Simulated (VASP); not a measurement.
A run of VASP 6.6.1 is set up as follows.

File INCAR:

```
SYSTEM = CaMg3S4
PREC = Accurate ; ENCUT = 520
EDIFF = 1E-7 ; ISMEAR = 0
SIGMA = 0.01 ; LREAL = .False.
LASPH = .True. ; NELM = 80
ALGO = Normal ; ISIF = 2
LWAVE = .False. ; LCHARG = .False.
GGA = PE ; NBANDS = 30
```

The input KPOINTS:

```
regular mesh
0
Gamma
  6 6 6
  0 0 0
```

The input POSCAR:

```
CaMg3S4
1.0
   -2.6445441558      2.6445441558      5.2050212143
    2.6445441558     -2.6445441558      5.2050212143
    2.6445441558      2.6445441558     -5.2050212143
Mg S Ca
3 4 1
Direct
    0.7500000000      0.2500000000      0.5000000000
    0.0000000000      0.0000000000      0.0000000000
    0.2500000000      0.7500000000      0.5000000000
    0.5000000000      0.0000000000      0.5000000000
    0.7614772832      0.7614772832      0.0000000000
    0.0000000000      0.5000000000      0.5000000000
    0.2385227168      0.2385227168      0.0000000000
    0.5000000000      0.5000000000      0.0000000000
```

Potentials or basis: VASP PAW PBE potentials, release 64 (Mg, S, Ca_sv).

Run with:

```console
$ cat potpaw_PBE.64/Mg/POTCAR potpaw_PBE.64/S/POTCAR potpaw_PBE.64/Ca_sv/POTCAR > POTCAR
$ mpirun -np 1 vasp_std > vasp.out
```

Task: Predict the pressure.

Result: 4.7 GPa.

Task: Predict the largest force.

Result: 0.016 eV/Å.

Stress tensor (GPa, compression positive):
```
4.56 0.00 0.00
0.00 4.56 0.00
0.00 0.00 4.84
```

Caveat: the cell stands under pressure.
